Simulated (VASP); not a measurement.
Input of a VASP 6.6.1 run:

File INCAR:

```
SYSTEM = NaF
PREC = Accurate
ENCUT = 520
EDIFF = 1E-7
ISMEAR = -1
SIGMA = 0.02
LREAL = .False.
LASPH = .True.
NELM = 80
ALGO = Normal
ISIF = 2
LWAVE = .False.
LCHARG = .False.
GGA = PE
NBANDS = 14
```

Contents of KPOINTS:

```
regular mesh
0
Gamma
  8 8 8
  0 0 0
```

The input POSCAR:

```
NaF
1.0
    0.0432001940      2.5744615619      2.5744615619
    2.5744615619      0.0432001940      2.5744615619
    2.5744615619      2.5744615619      0.0432001940
Na F
1 1
Direct
    0.0018630582      0.0018630582      0.0018630582
    0.2481369418      0.2481369418      0.2481369418
```

Potentials or basis: VASP PAW PBE potentials, release 64 (Na_pv, F).

Command:

```console
$ cat potpaw_PBE.64/Na_pv/POTCAR potpaw_PBE.64/F/POTCAR > POTCAR
$ mpirun -np 1 vasp_std > vasp.out
```

(1) Estimate the pressure.

(2) Estimate the band gap on the k mesh.

Answers

(1) 0.9 GPa.

(2) 5.51 eV, direct.

Caveat: the cell differs from its parent crystal (strain along [111] +2.6%).
